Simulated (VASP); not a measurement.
# B4N3 in VASP: further runs, part 2 of 2

VASP 6.6.1. Earlier steps stand in the parts before.

## Step 3: Single point, PBE

This run uses another cell than the first one, of the same volume but with other edges.

INCAR

```
SYSTEM = B4N3
  PREC = Accurate
  ENCUT = 520
  EDIFF = 1E-6
  ISMEAR = 0
  SIGMA = 0.2
  LREAL = .False.
  LASPH = .True.
  NELM = 100
  ALGO = Normal
  ISIF = 2
  LWAVE = .False.
  LCHARG = .False.
  GGA = PE
  NBANDS = 22
```

KPOINTS

```
Automatic mesh
0
Gamma
  8 8 8
  0 0 0
```

POSCAR

```
B4N3
1.0
   -1.6613446355      0.0000000000      2.8872177108
   -3.2701989375      0.0000000000     -2.8479645352
    2.4657717865     -4.2038474149     -0.0196265878
B N
4 3
Direct
    0.1291086750      0.4517054735      0.5068125823
    0.3777039073      0.0551071088      0.5068125823
    0.9957786321      0.4957786321      0.9915572642
    0.5006737859      0.0006737859      0.0013475718
    0.3320780861      0.8320780861      0.6641561721
    0.8621823229      0.3197553471      0.1646000111
    0.3024176882      0.8448446640      0.1646000111
```

Potentials or basis: VASP PAW PBE potentials, release 64 (B, N).

On the command line:

```bash
> cat potpaw_PBE.64/B/POTCAR potpaw_PBE.64/N/POTCAR > POTCAR
> mpirun -np 1 vasp_std > vasp.out
```

OUTCAR:

```text
SYSTEM = B4N3
   PREC = Accurate
   ENCUT = 520
   EDIFF = 1E-6
   ISMEAR = 0
   LREAL = .False.
   LASPH = .True.
   NELM = 100
   ISIF = 2
   GGA = PE

 ion  position               nearest neighbor table
   1  0.129  0.452  0.507-   5 1.45   6 1.49   2 2.05
   2  0.378  0.055  0.507-   5 1.45   7 1.49   1 2.05
   3  0.996  0.496  0.992-   6 1.43   7 1.43
   4  0.501  0.001  0.001-   5 1.42   6 1.42   7 1.42
   5  0.332  0.832  0.664-   4 1.42   2 1.45   1 1.45
   6  0.862  0.320  0.165-   4 1.42   3 1.43   1 1.49
[... 813 lines left out ...]
  -------------------------------------------------------------------------------------
  Total        0.1064376      0.1353698     -0.0887339      0.0000000      0.0000000     -0.0268068
  in kB        2.8621347      3.6401294     -2.3860771      0.0000000      0.0000000     -0.7208406
  external PRESSURE =       1.3720624 kB  Pullay stress =       0.0000000 kB

 VOLUME and BASIS-vectors are now :
 -----------------------------------------------------------------------------
  energy-cutoff  :      520.00
  volume of cell :       59.58
      direct lattice vectors                 reciprocal lattice vectors
    -1.661344636  0.000000000  2.887217711    -0.200939741 -0.118938665  0.230730726
    -3.270198938  0.000000000 -2.847964535    -0.203709270 -0.118938665 -0.117217106
     2.465771786 -4.203847415 -0.019626588     0.000000000 -0.237877330  0.000000000

 POSITION                                       TOTAL-FORCE (eV/Angst)
 -----------------------------------------------------------------------------------
     -0.44198     -2.13056     -0.92362         0.008105      0.014998      0.051999
      0.44198     -2.13056      0.92362        -0.008105      0.014998     -0.051999
     -0.83067     -4.16836      1.44361        -0.000000     -0.023227      0.000000
     -0.83067     -0.00566      1.44361        -0.000000      0.004351      0.000000
     -1.63510     -2.79201     -1.42398        -0.000000     -0.025958     -0.000000
     -2.07218     -0.69195      1.57543         0.007269      0.007419     -0.006211
     -2.85936     -0.69195     -1.53617        -0.007269      0.007419      0.006211
 -----------------------------------------------------------------------------------
    total drift:                                0.000006     -0.000404      0.000002

  FREE ENERGIE OF THE ION-ELECTRON SYSTEM (eV)
  ---------------------------------------------------
  free  energy   TOTEN  =       -55.0182535912 eV

  energy  without entropy=      -55.0043164341  energy(sigma->0) =      -55.01128501
```

It took 88 s on 1 thread of Intel Xeon 6975P-C (Granite Rapids), shared host; peak memory 0.27 GiB.

What came out:

```
Free energy   : -55.0183 eV
Pressure      : 0.1 GPa
Largest force : 0.055 eV/Å
```

Forces on the atoms (eV/Å):
```
B    0.008  0.015  0.052
B   -0.008  0.015 -0.052
B    0.000 -0.023  0.000
B    0.000  0.004  0.000
N    0.000 -0.026  0.000
N    0.007  0.007 -0.006
N   -0.007  0.007  0.006
```

Levels at points of the mesh, in eV from the Fermi level:
| k point | band 10 | band 11 | band 12 | band 13 | band 14 | band 15 | band 16 | band 17 | band 18 | band 19 |
| --- | --- | --- | --- | --- | --- | --- | --- | --- | --- | --- |
| (0.00, 0.00, 0.00) | -4.40 | -4.10 | -2.72 | -1.69 | 1.11 | 1.47 | 4.62 | 5.17 | 6.77 | 7.61 |
| (0.50, 0.00, 0.00) | -5.05 | -4.82 | -2.84 | -2.47 | -0.88 | 2.32 | 3.69 | 5.22 | 6.39 | 8.94 |
| (0.00, 0.50, 0.00) | -4.36 | -3.27 | -2.88 | -1.68 | 1.09 | 2.98 | 3.87 | 5.04 | 5.98 | 6.63 |
| (0.50, 0.50, 0.00) | -3.92 | -3.54 | -2.73 | -1.70 | -1.12 | 2.15 | 3.86 | 5.08 | 6.42 | 8.40 |
| (0.00, 0.00, 0.50) | -3.86 | -3.19 | -3.13 | -3.07 | 0.47 | 2.10 | 3.89 | 4.29 | 6.80 | 7.67 |
| (0.50, 0.50, 0.50) | -5.21 | -4.82 | -2.51 | -1.61 | -0.63 | 2.46 | 4.29 | 5.95 | 6.50 | 6.61 |

## Step 4: Single point, PBE (volume scaled by 0.94, then relaxed in part)

INCAR

```
ALGO = Normal ; EDIFF = 1E-7
ENCUT = 520 ; GGA = PE
ISIF = 2 ; ISMEAR = 0
LASPH = True ; LCHARG = False
LREAL = False ; LWAVE = False
NBANDS = 22 ; NELM = 60
PREC = Accurate ; SIGMA = 0.1
```

KPOINTS

```
k-points
0
Gamma
  8 8 10
```

POSCAR

```
B4N3
1.0
    2.4506444503     -4.1680012177      0.0201734249
    2.4506444503      4.1680012177      0.0201734249
   -1.6058284674      0.0000000000      2.7283892521
B N
4 3
Direct
    0.0560077322      0.5475728290      0.6760397542
    0.4524271710      0.9439922678      0.3239602458
    0.4942250176      0.5057749824      0.5000000000
    0.0006353589      0.9993646411      0.5000000000
    0.8320694894      0.1679305106      0.5000000000
    0.8421655690      0.6775872406      0.5374824203
    0.3224127594      0.1578344310      0.4625175797
```

On the command line:

```bash
> cat potpaw_PBE.64/B/POTCAR potpaw_PBE.64/N/POTCAR > POTCAR
> mpirun -np 1 vasp_std > vasp.out
```

Wall time 88 s (1 thread of Intel Xeon 6975P-C (Granite Rapids), shared host); peak memory 0.29 GiB.

Results (log left out):

| Property | Result |
| --- | --- |
| Free energy | -54.9453 eV |
| Pressure | 6.3 GPa |
| Largest force | 0.019 eV/Å |

Forces in eV/Å, atoms in the order of the input:
```
B    0.014 -0.007  0.011
B   -0.014 -0.007 -0.011
B    0.000  0.013  0.000
B    0.000  0.000  0.000
N    0.000 -0.006  0.000
N    0.002  0.003  0.003
N   -0.002  0.003 -0.003
```

Stress tensor (GPa, compression positive):
```
6.42 0.00 0.09
0.00 6.48 0.00
0.09 0.00 6.05
```

Levels at points of the mesh, in eV from the Fermi level:
| k point | band 9 | band 10 | band 11 | band 12 | band 13 | band 14 | band 15 | band 16 | band 17 | band 18 |
| --- | --- | --- | --- | --- | --- | --- | --- | --- | --- | --- |
| (0.00, 0.00, 0.00) | -4.64 | -4.49 | -3.94 | -2.83 | -1.68 | 1.26 | 1.42 | 4.82 | 5.26 | 6.95 |
| (0.50, 0.00, 0.00) | -4.85 | -4.37 | -3.29 | -3.16 | -1.70 | 1.07 | 3.07 | 3.75 | 5.09 | 6.04 |
| (0.50, 0.50, 0.00) | -4.97 | -4.04 | -3.44 | -3.11 | -3.00 | 0.29 | 2.11 | 4.04 | 4.43 | 7.25 |
| (0.00, 0.00, 0.50) | -4.79 | -4.15 | -3.76 | -3.02 | -1.86 | -1.39 | 1.83 | 3.69 | 5.00 | 6.55 |
| (0.50, 0.00, 0.50) | -6.59 | -5.41 | -4.98 | -3.14 | -2.74 | -1.15 | 2.02 | 3.53 | 5.20 | 6.58 |
| (0.50, 0.50, 0.50) | -6.69 | -5.63 | -4.99 | -2.80 | -1.94 | -0.80 | 2.35 | 4.10 | 5.87 | 6.58 |

## Step 5: Summary

| cell | k mesh | smearing | gap on the mesh (eV) | pressure (GPa) | largest force (eV/Å) |
| --- | --- | --- | --- | --- | --- |
| a = 3.316, b = 4.863, c = 4.864 Å, angles 119.1, 75.5, 75.5°, 7 atoms | 6 × 6 × 6 | gaussian 0.2 eV | none | 0.0 | 0.02 |
| a = 3.331, b = 4.336, c = 4.874 Å, angles 112.3, 104.8, 101.1°, 7 atoms | 8 × 8 × 8 | gaussian 0.2 eV | none | 0.1 | 0.05 |
| a = 4.835, b = 4.835, c = 3.166 Å, angles 104.7, 104.7, 119.1°, 7 atoms | 8 × 8 × 10 | gaussian 0.1 eV | none | 6.3 | 0.02 |

Alike in all rows: task single point; level PBE; potentials or basis VASP PAW PBE potentials, release 64 (B, N); no spin polarisation; cutoff (eV) 520.

Caveats: some runs use coarse meshes.

Absolute energies hang on the potentials; compare differences alone.
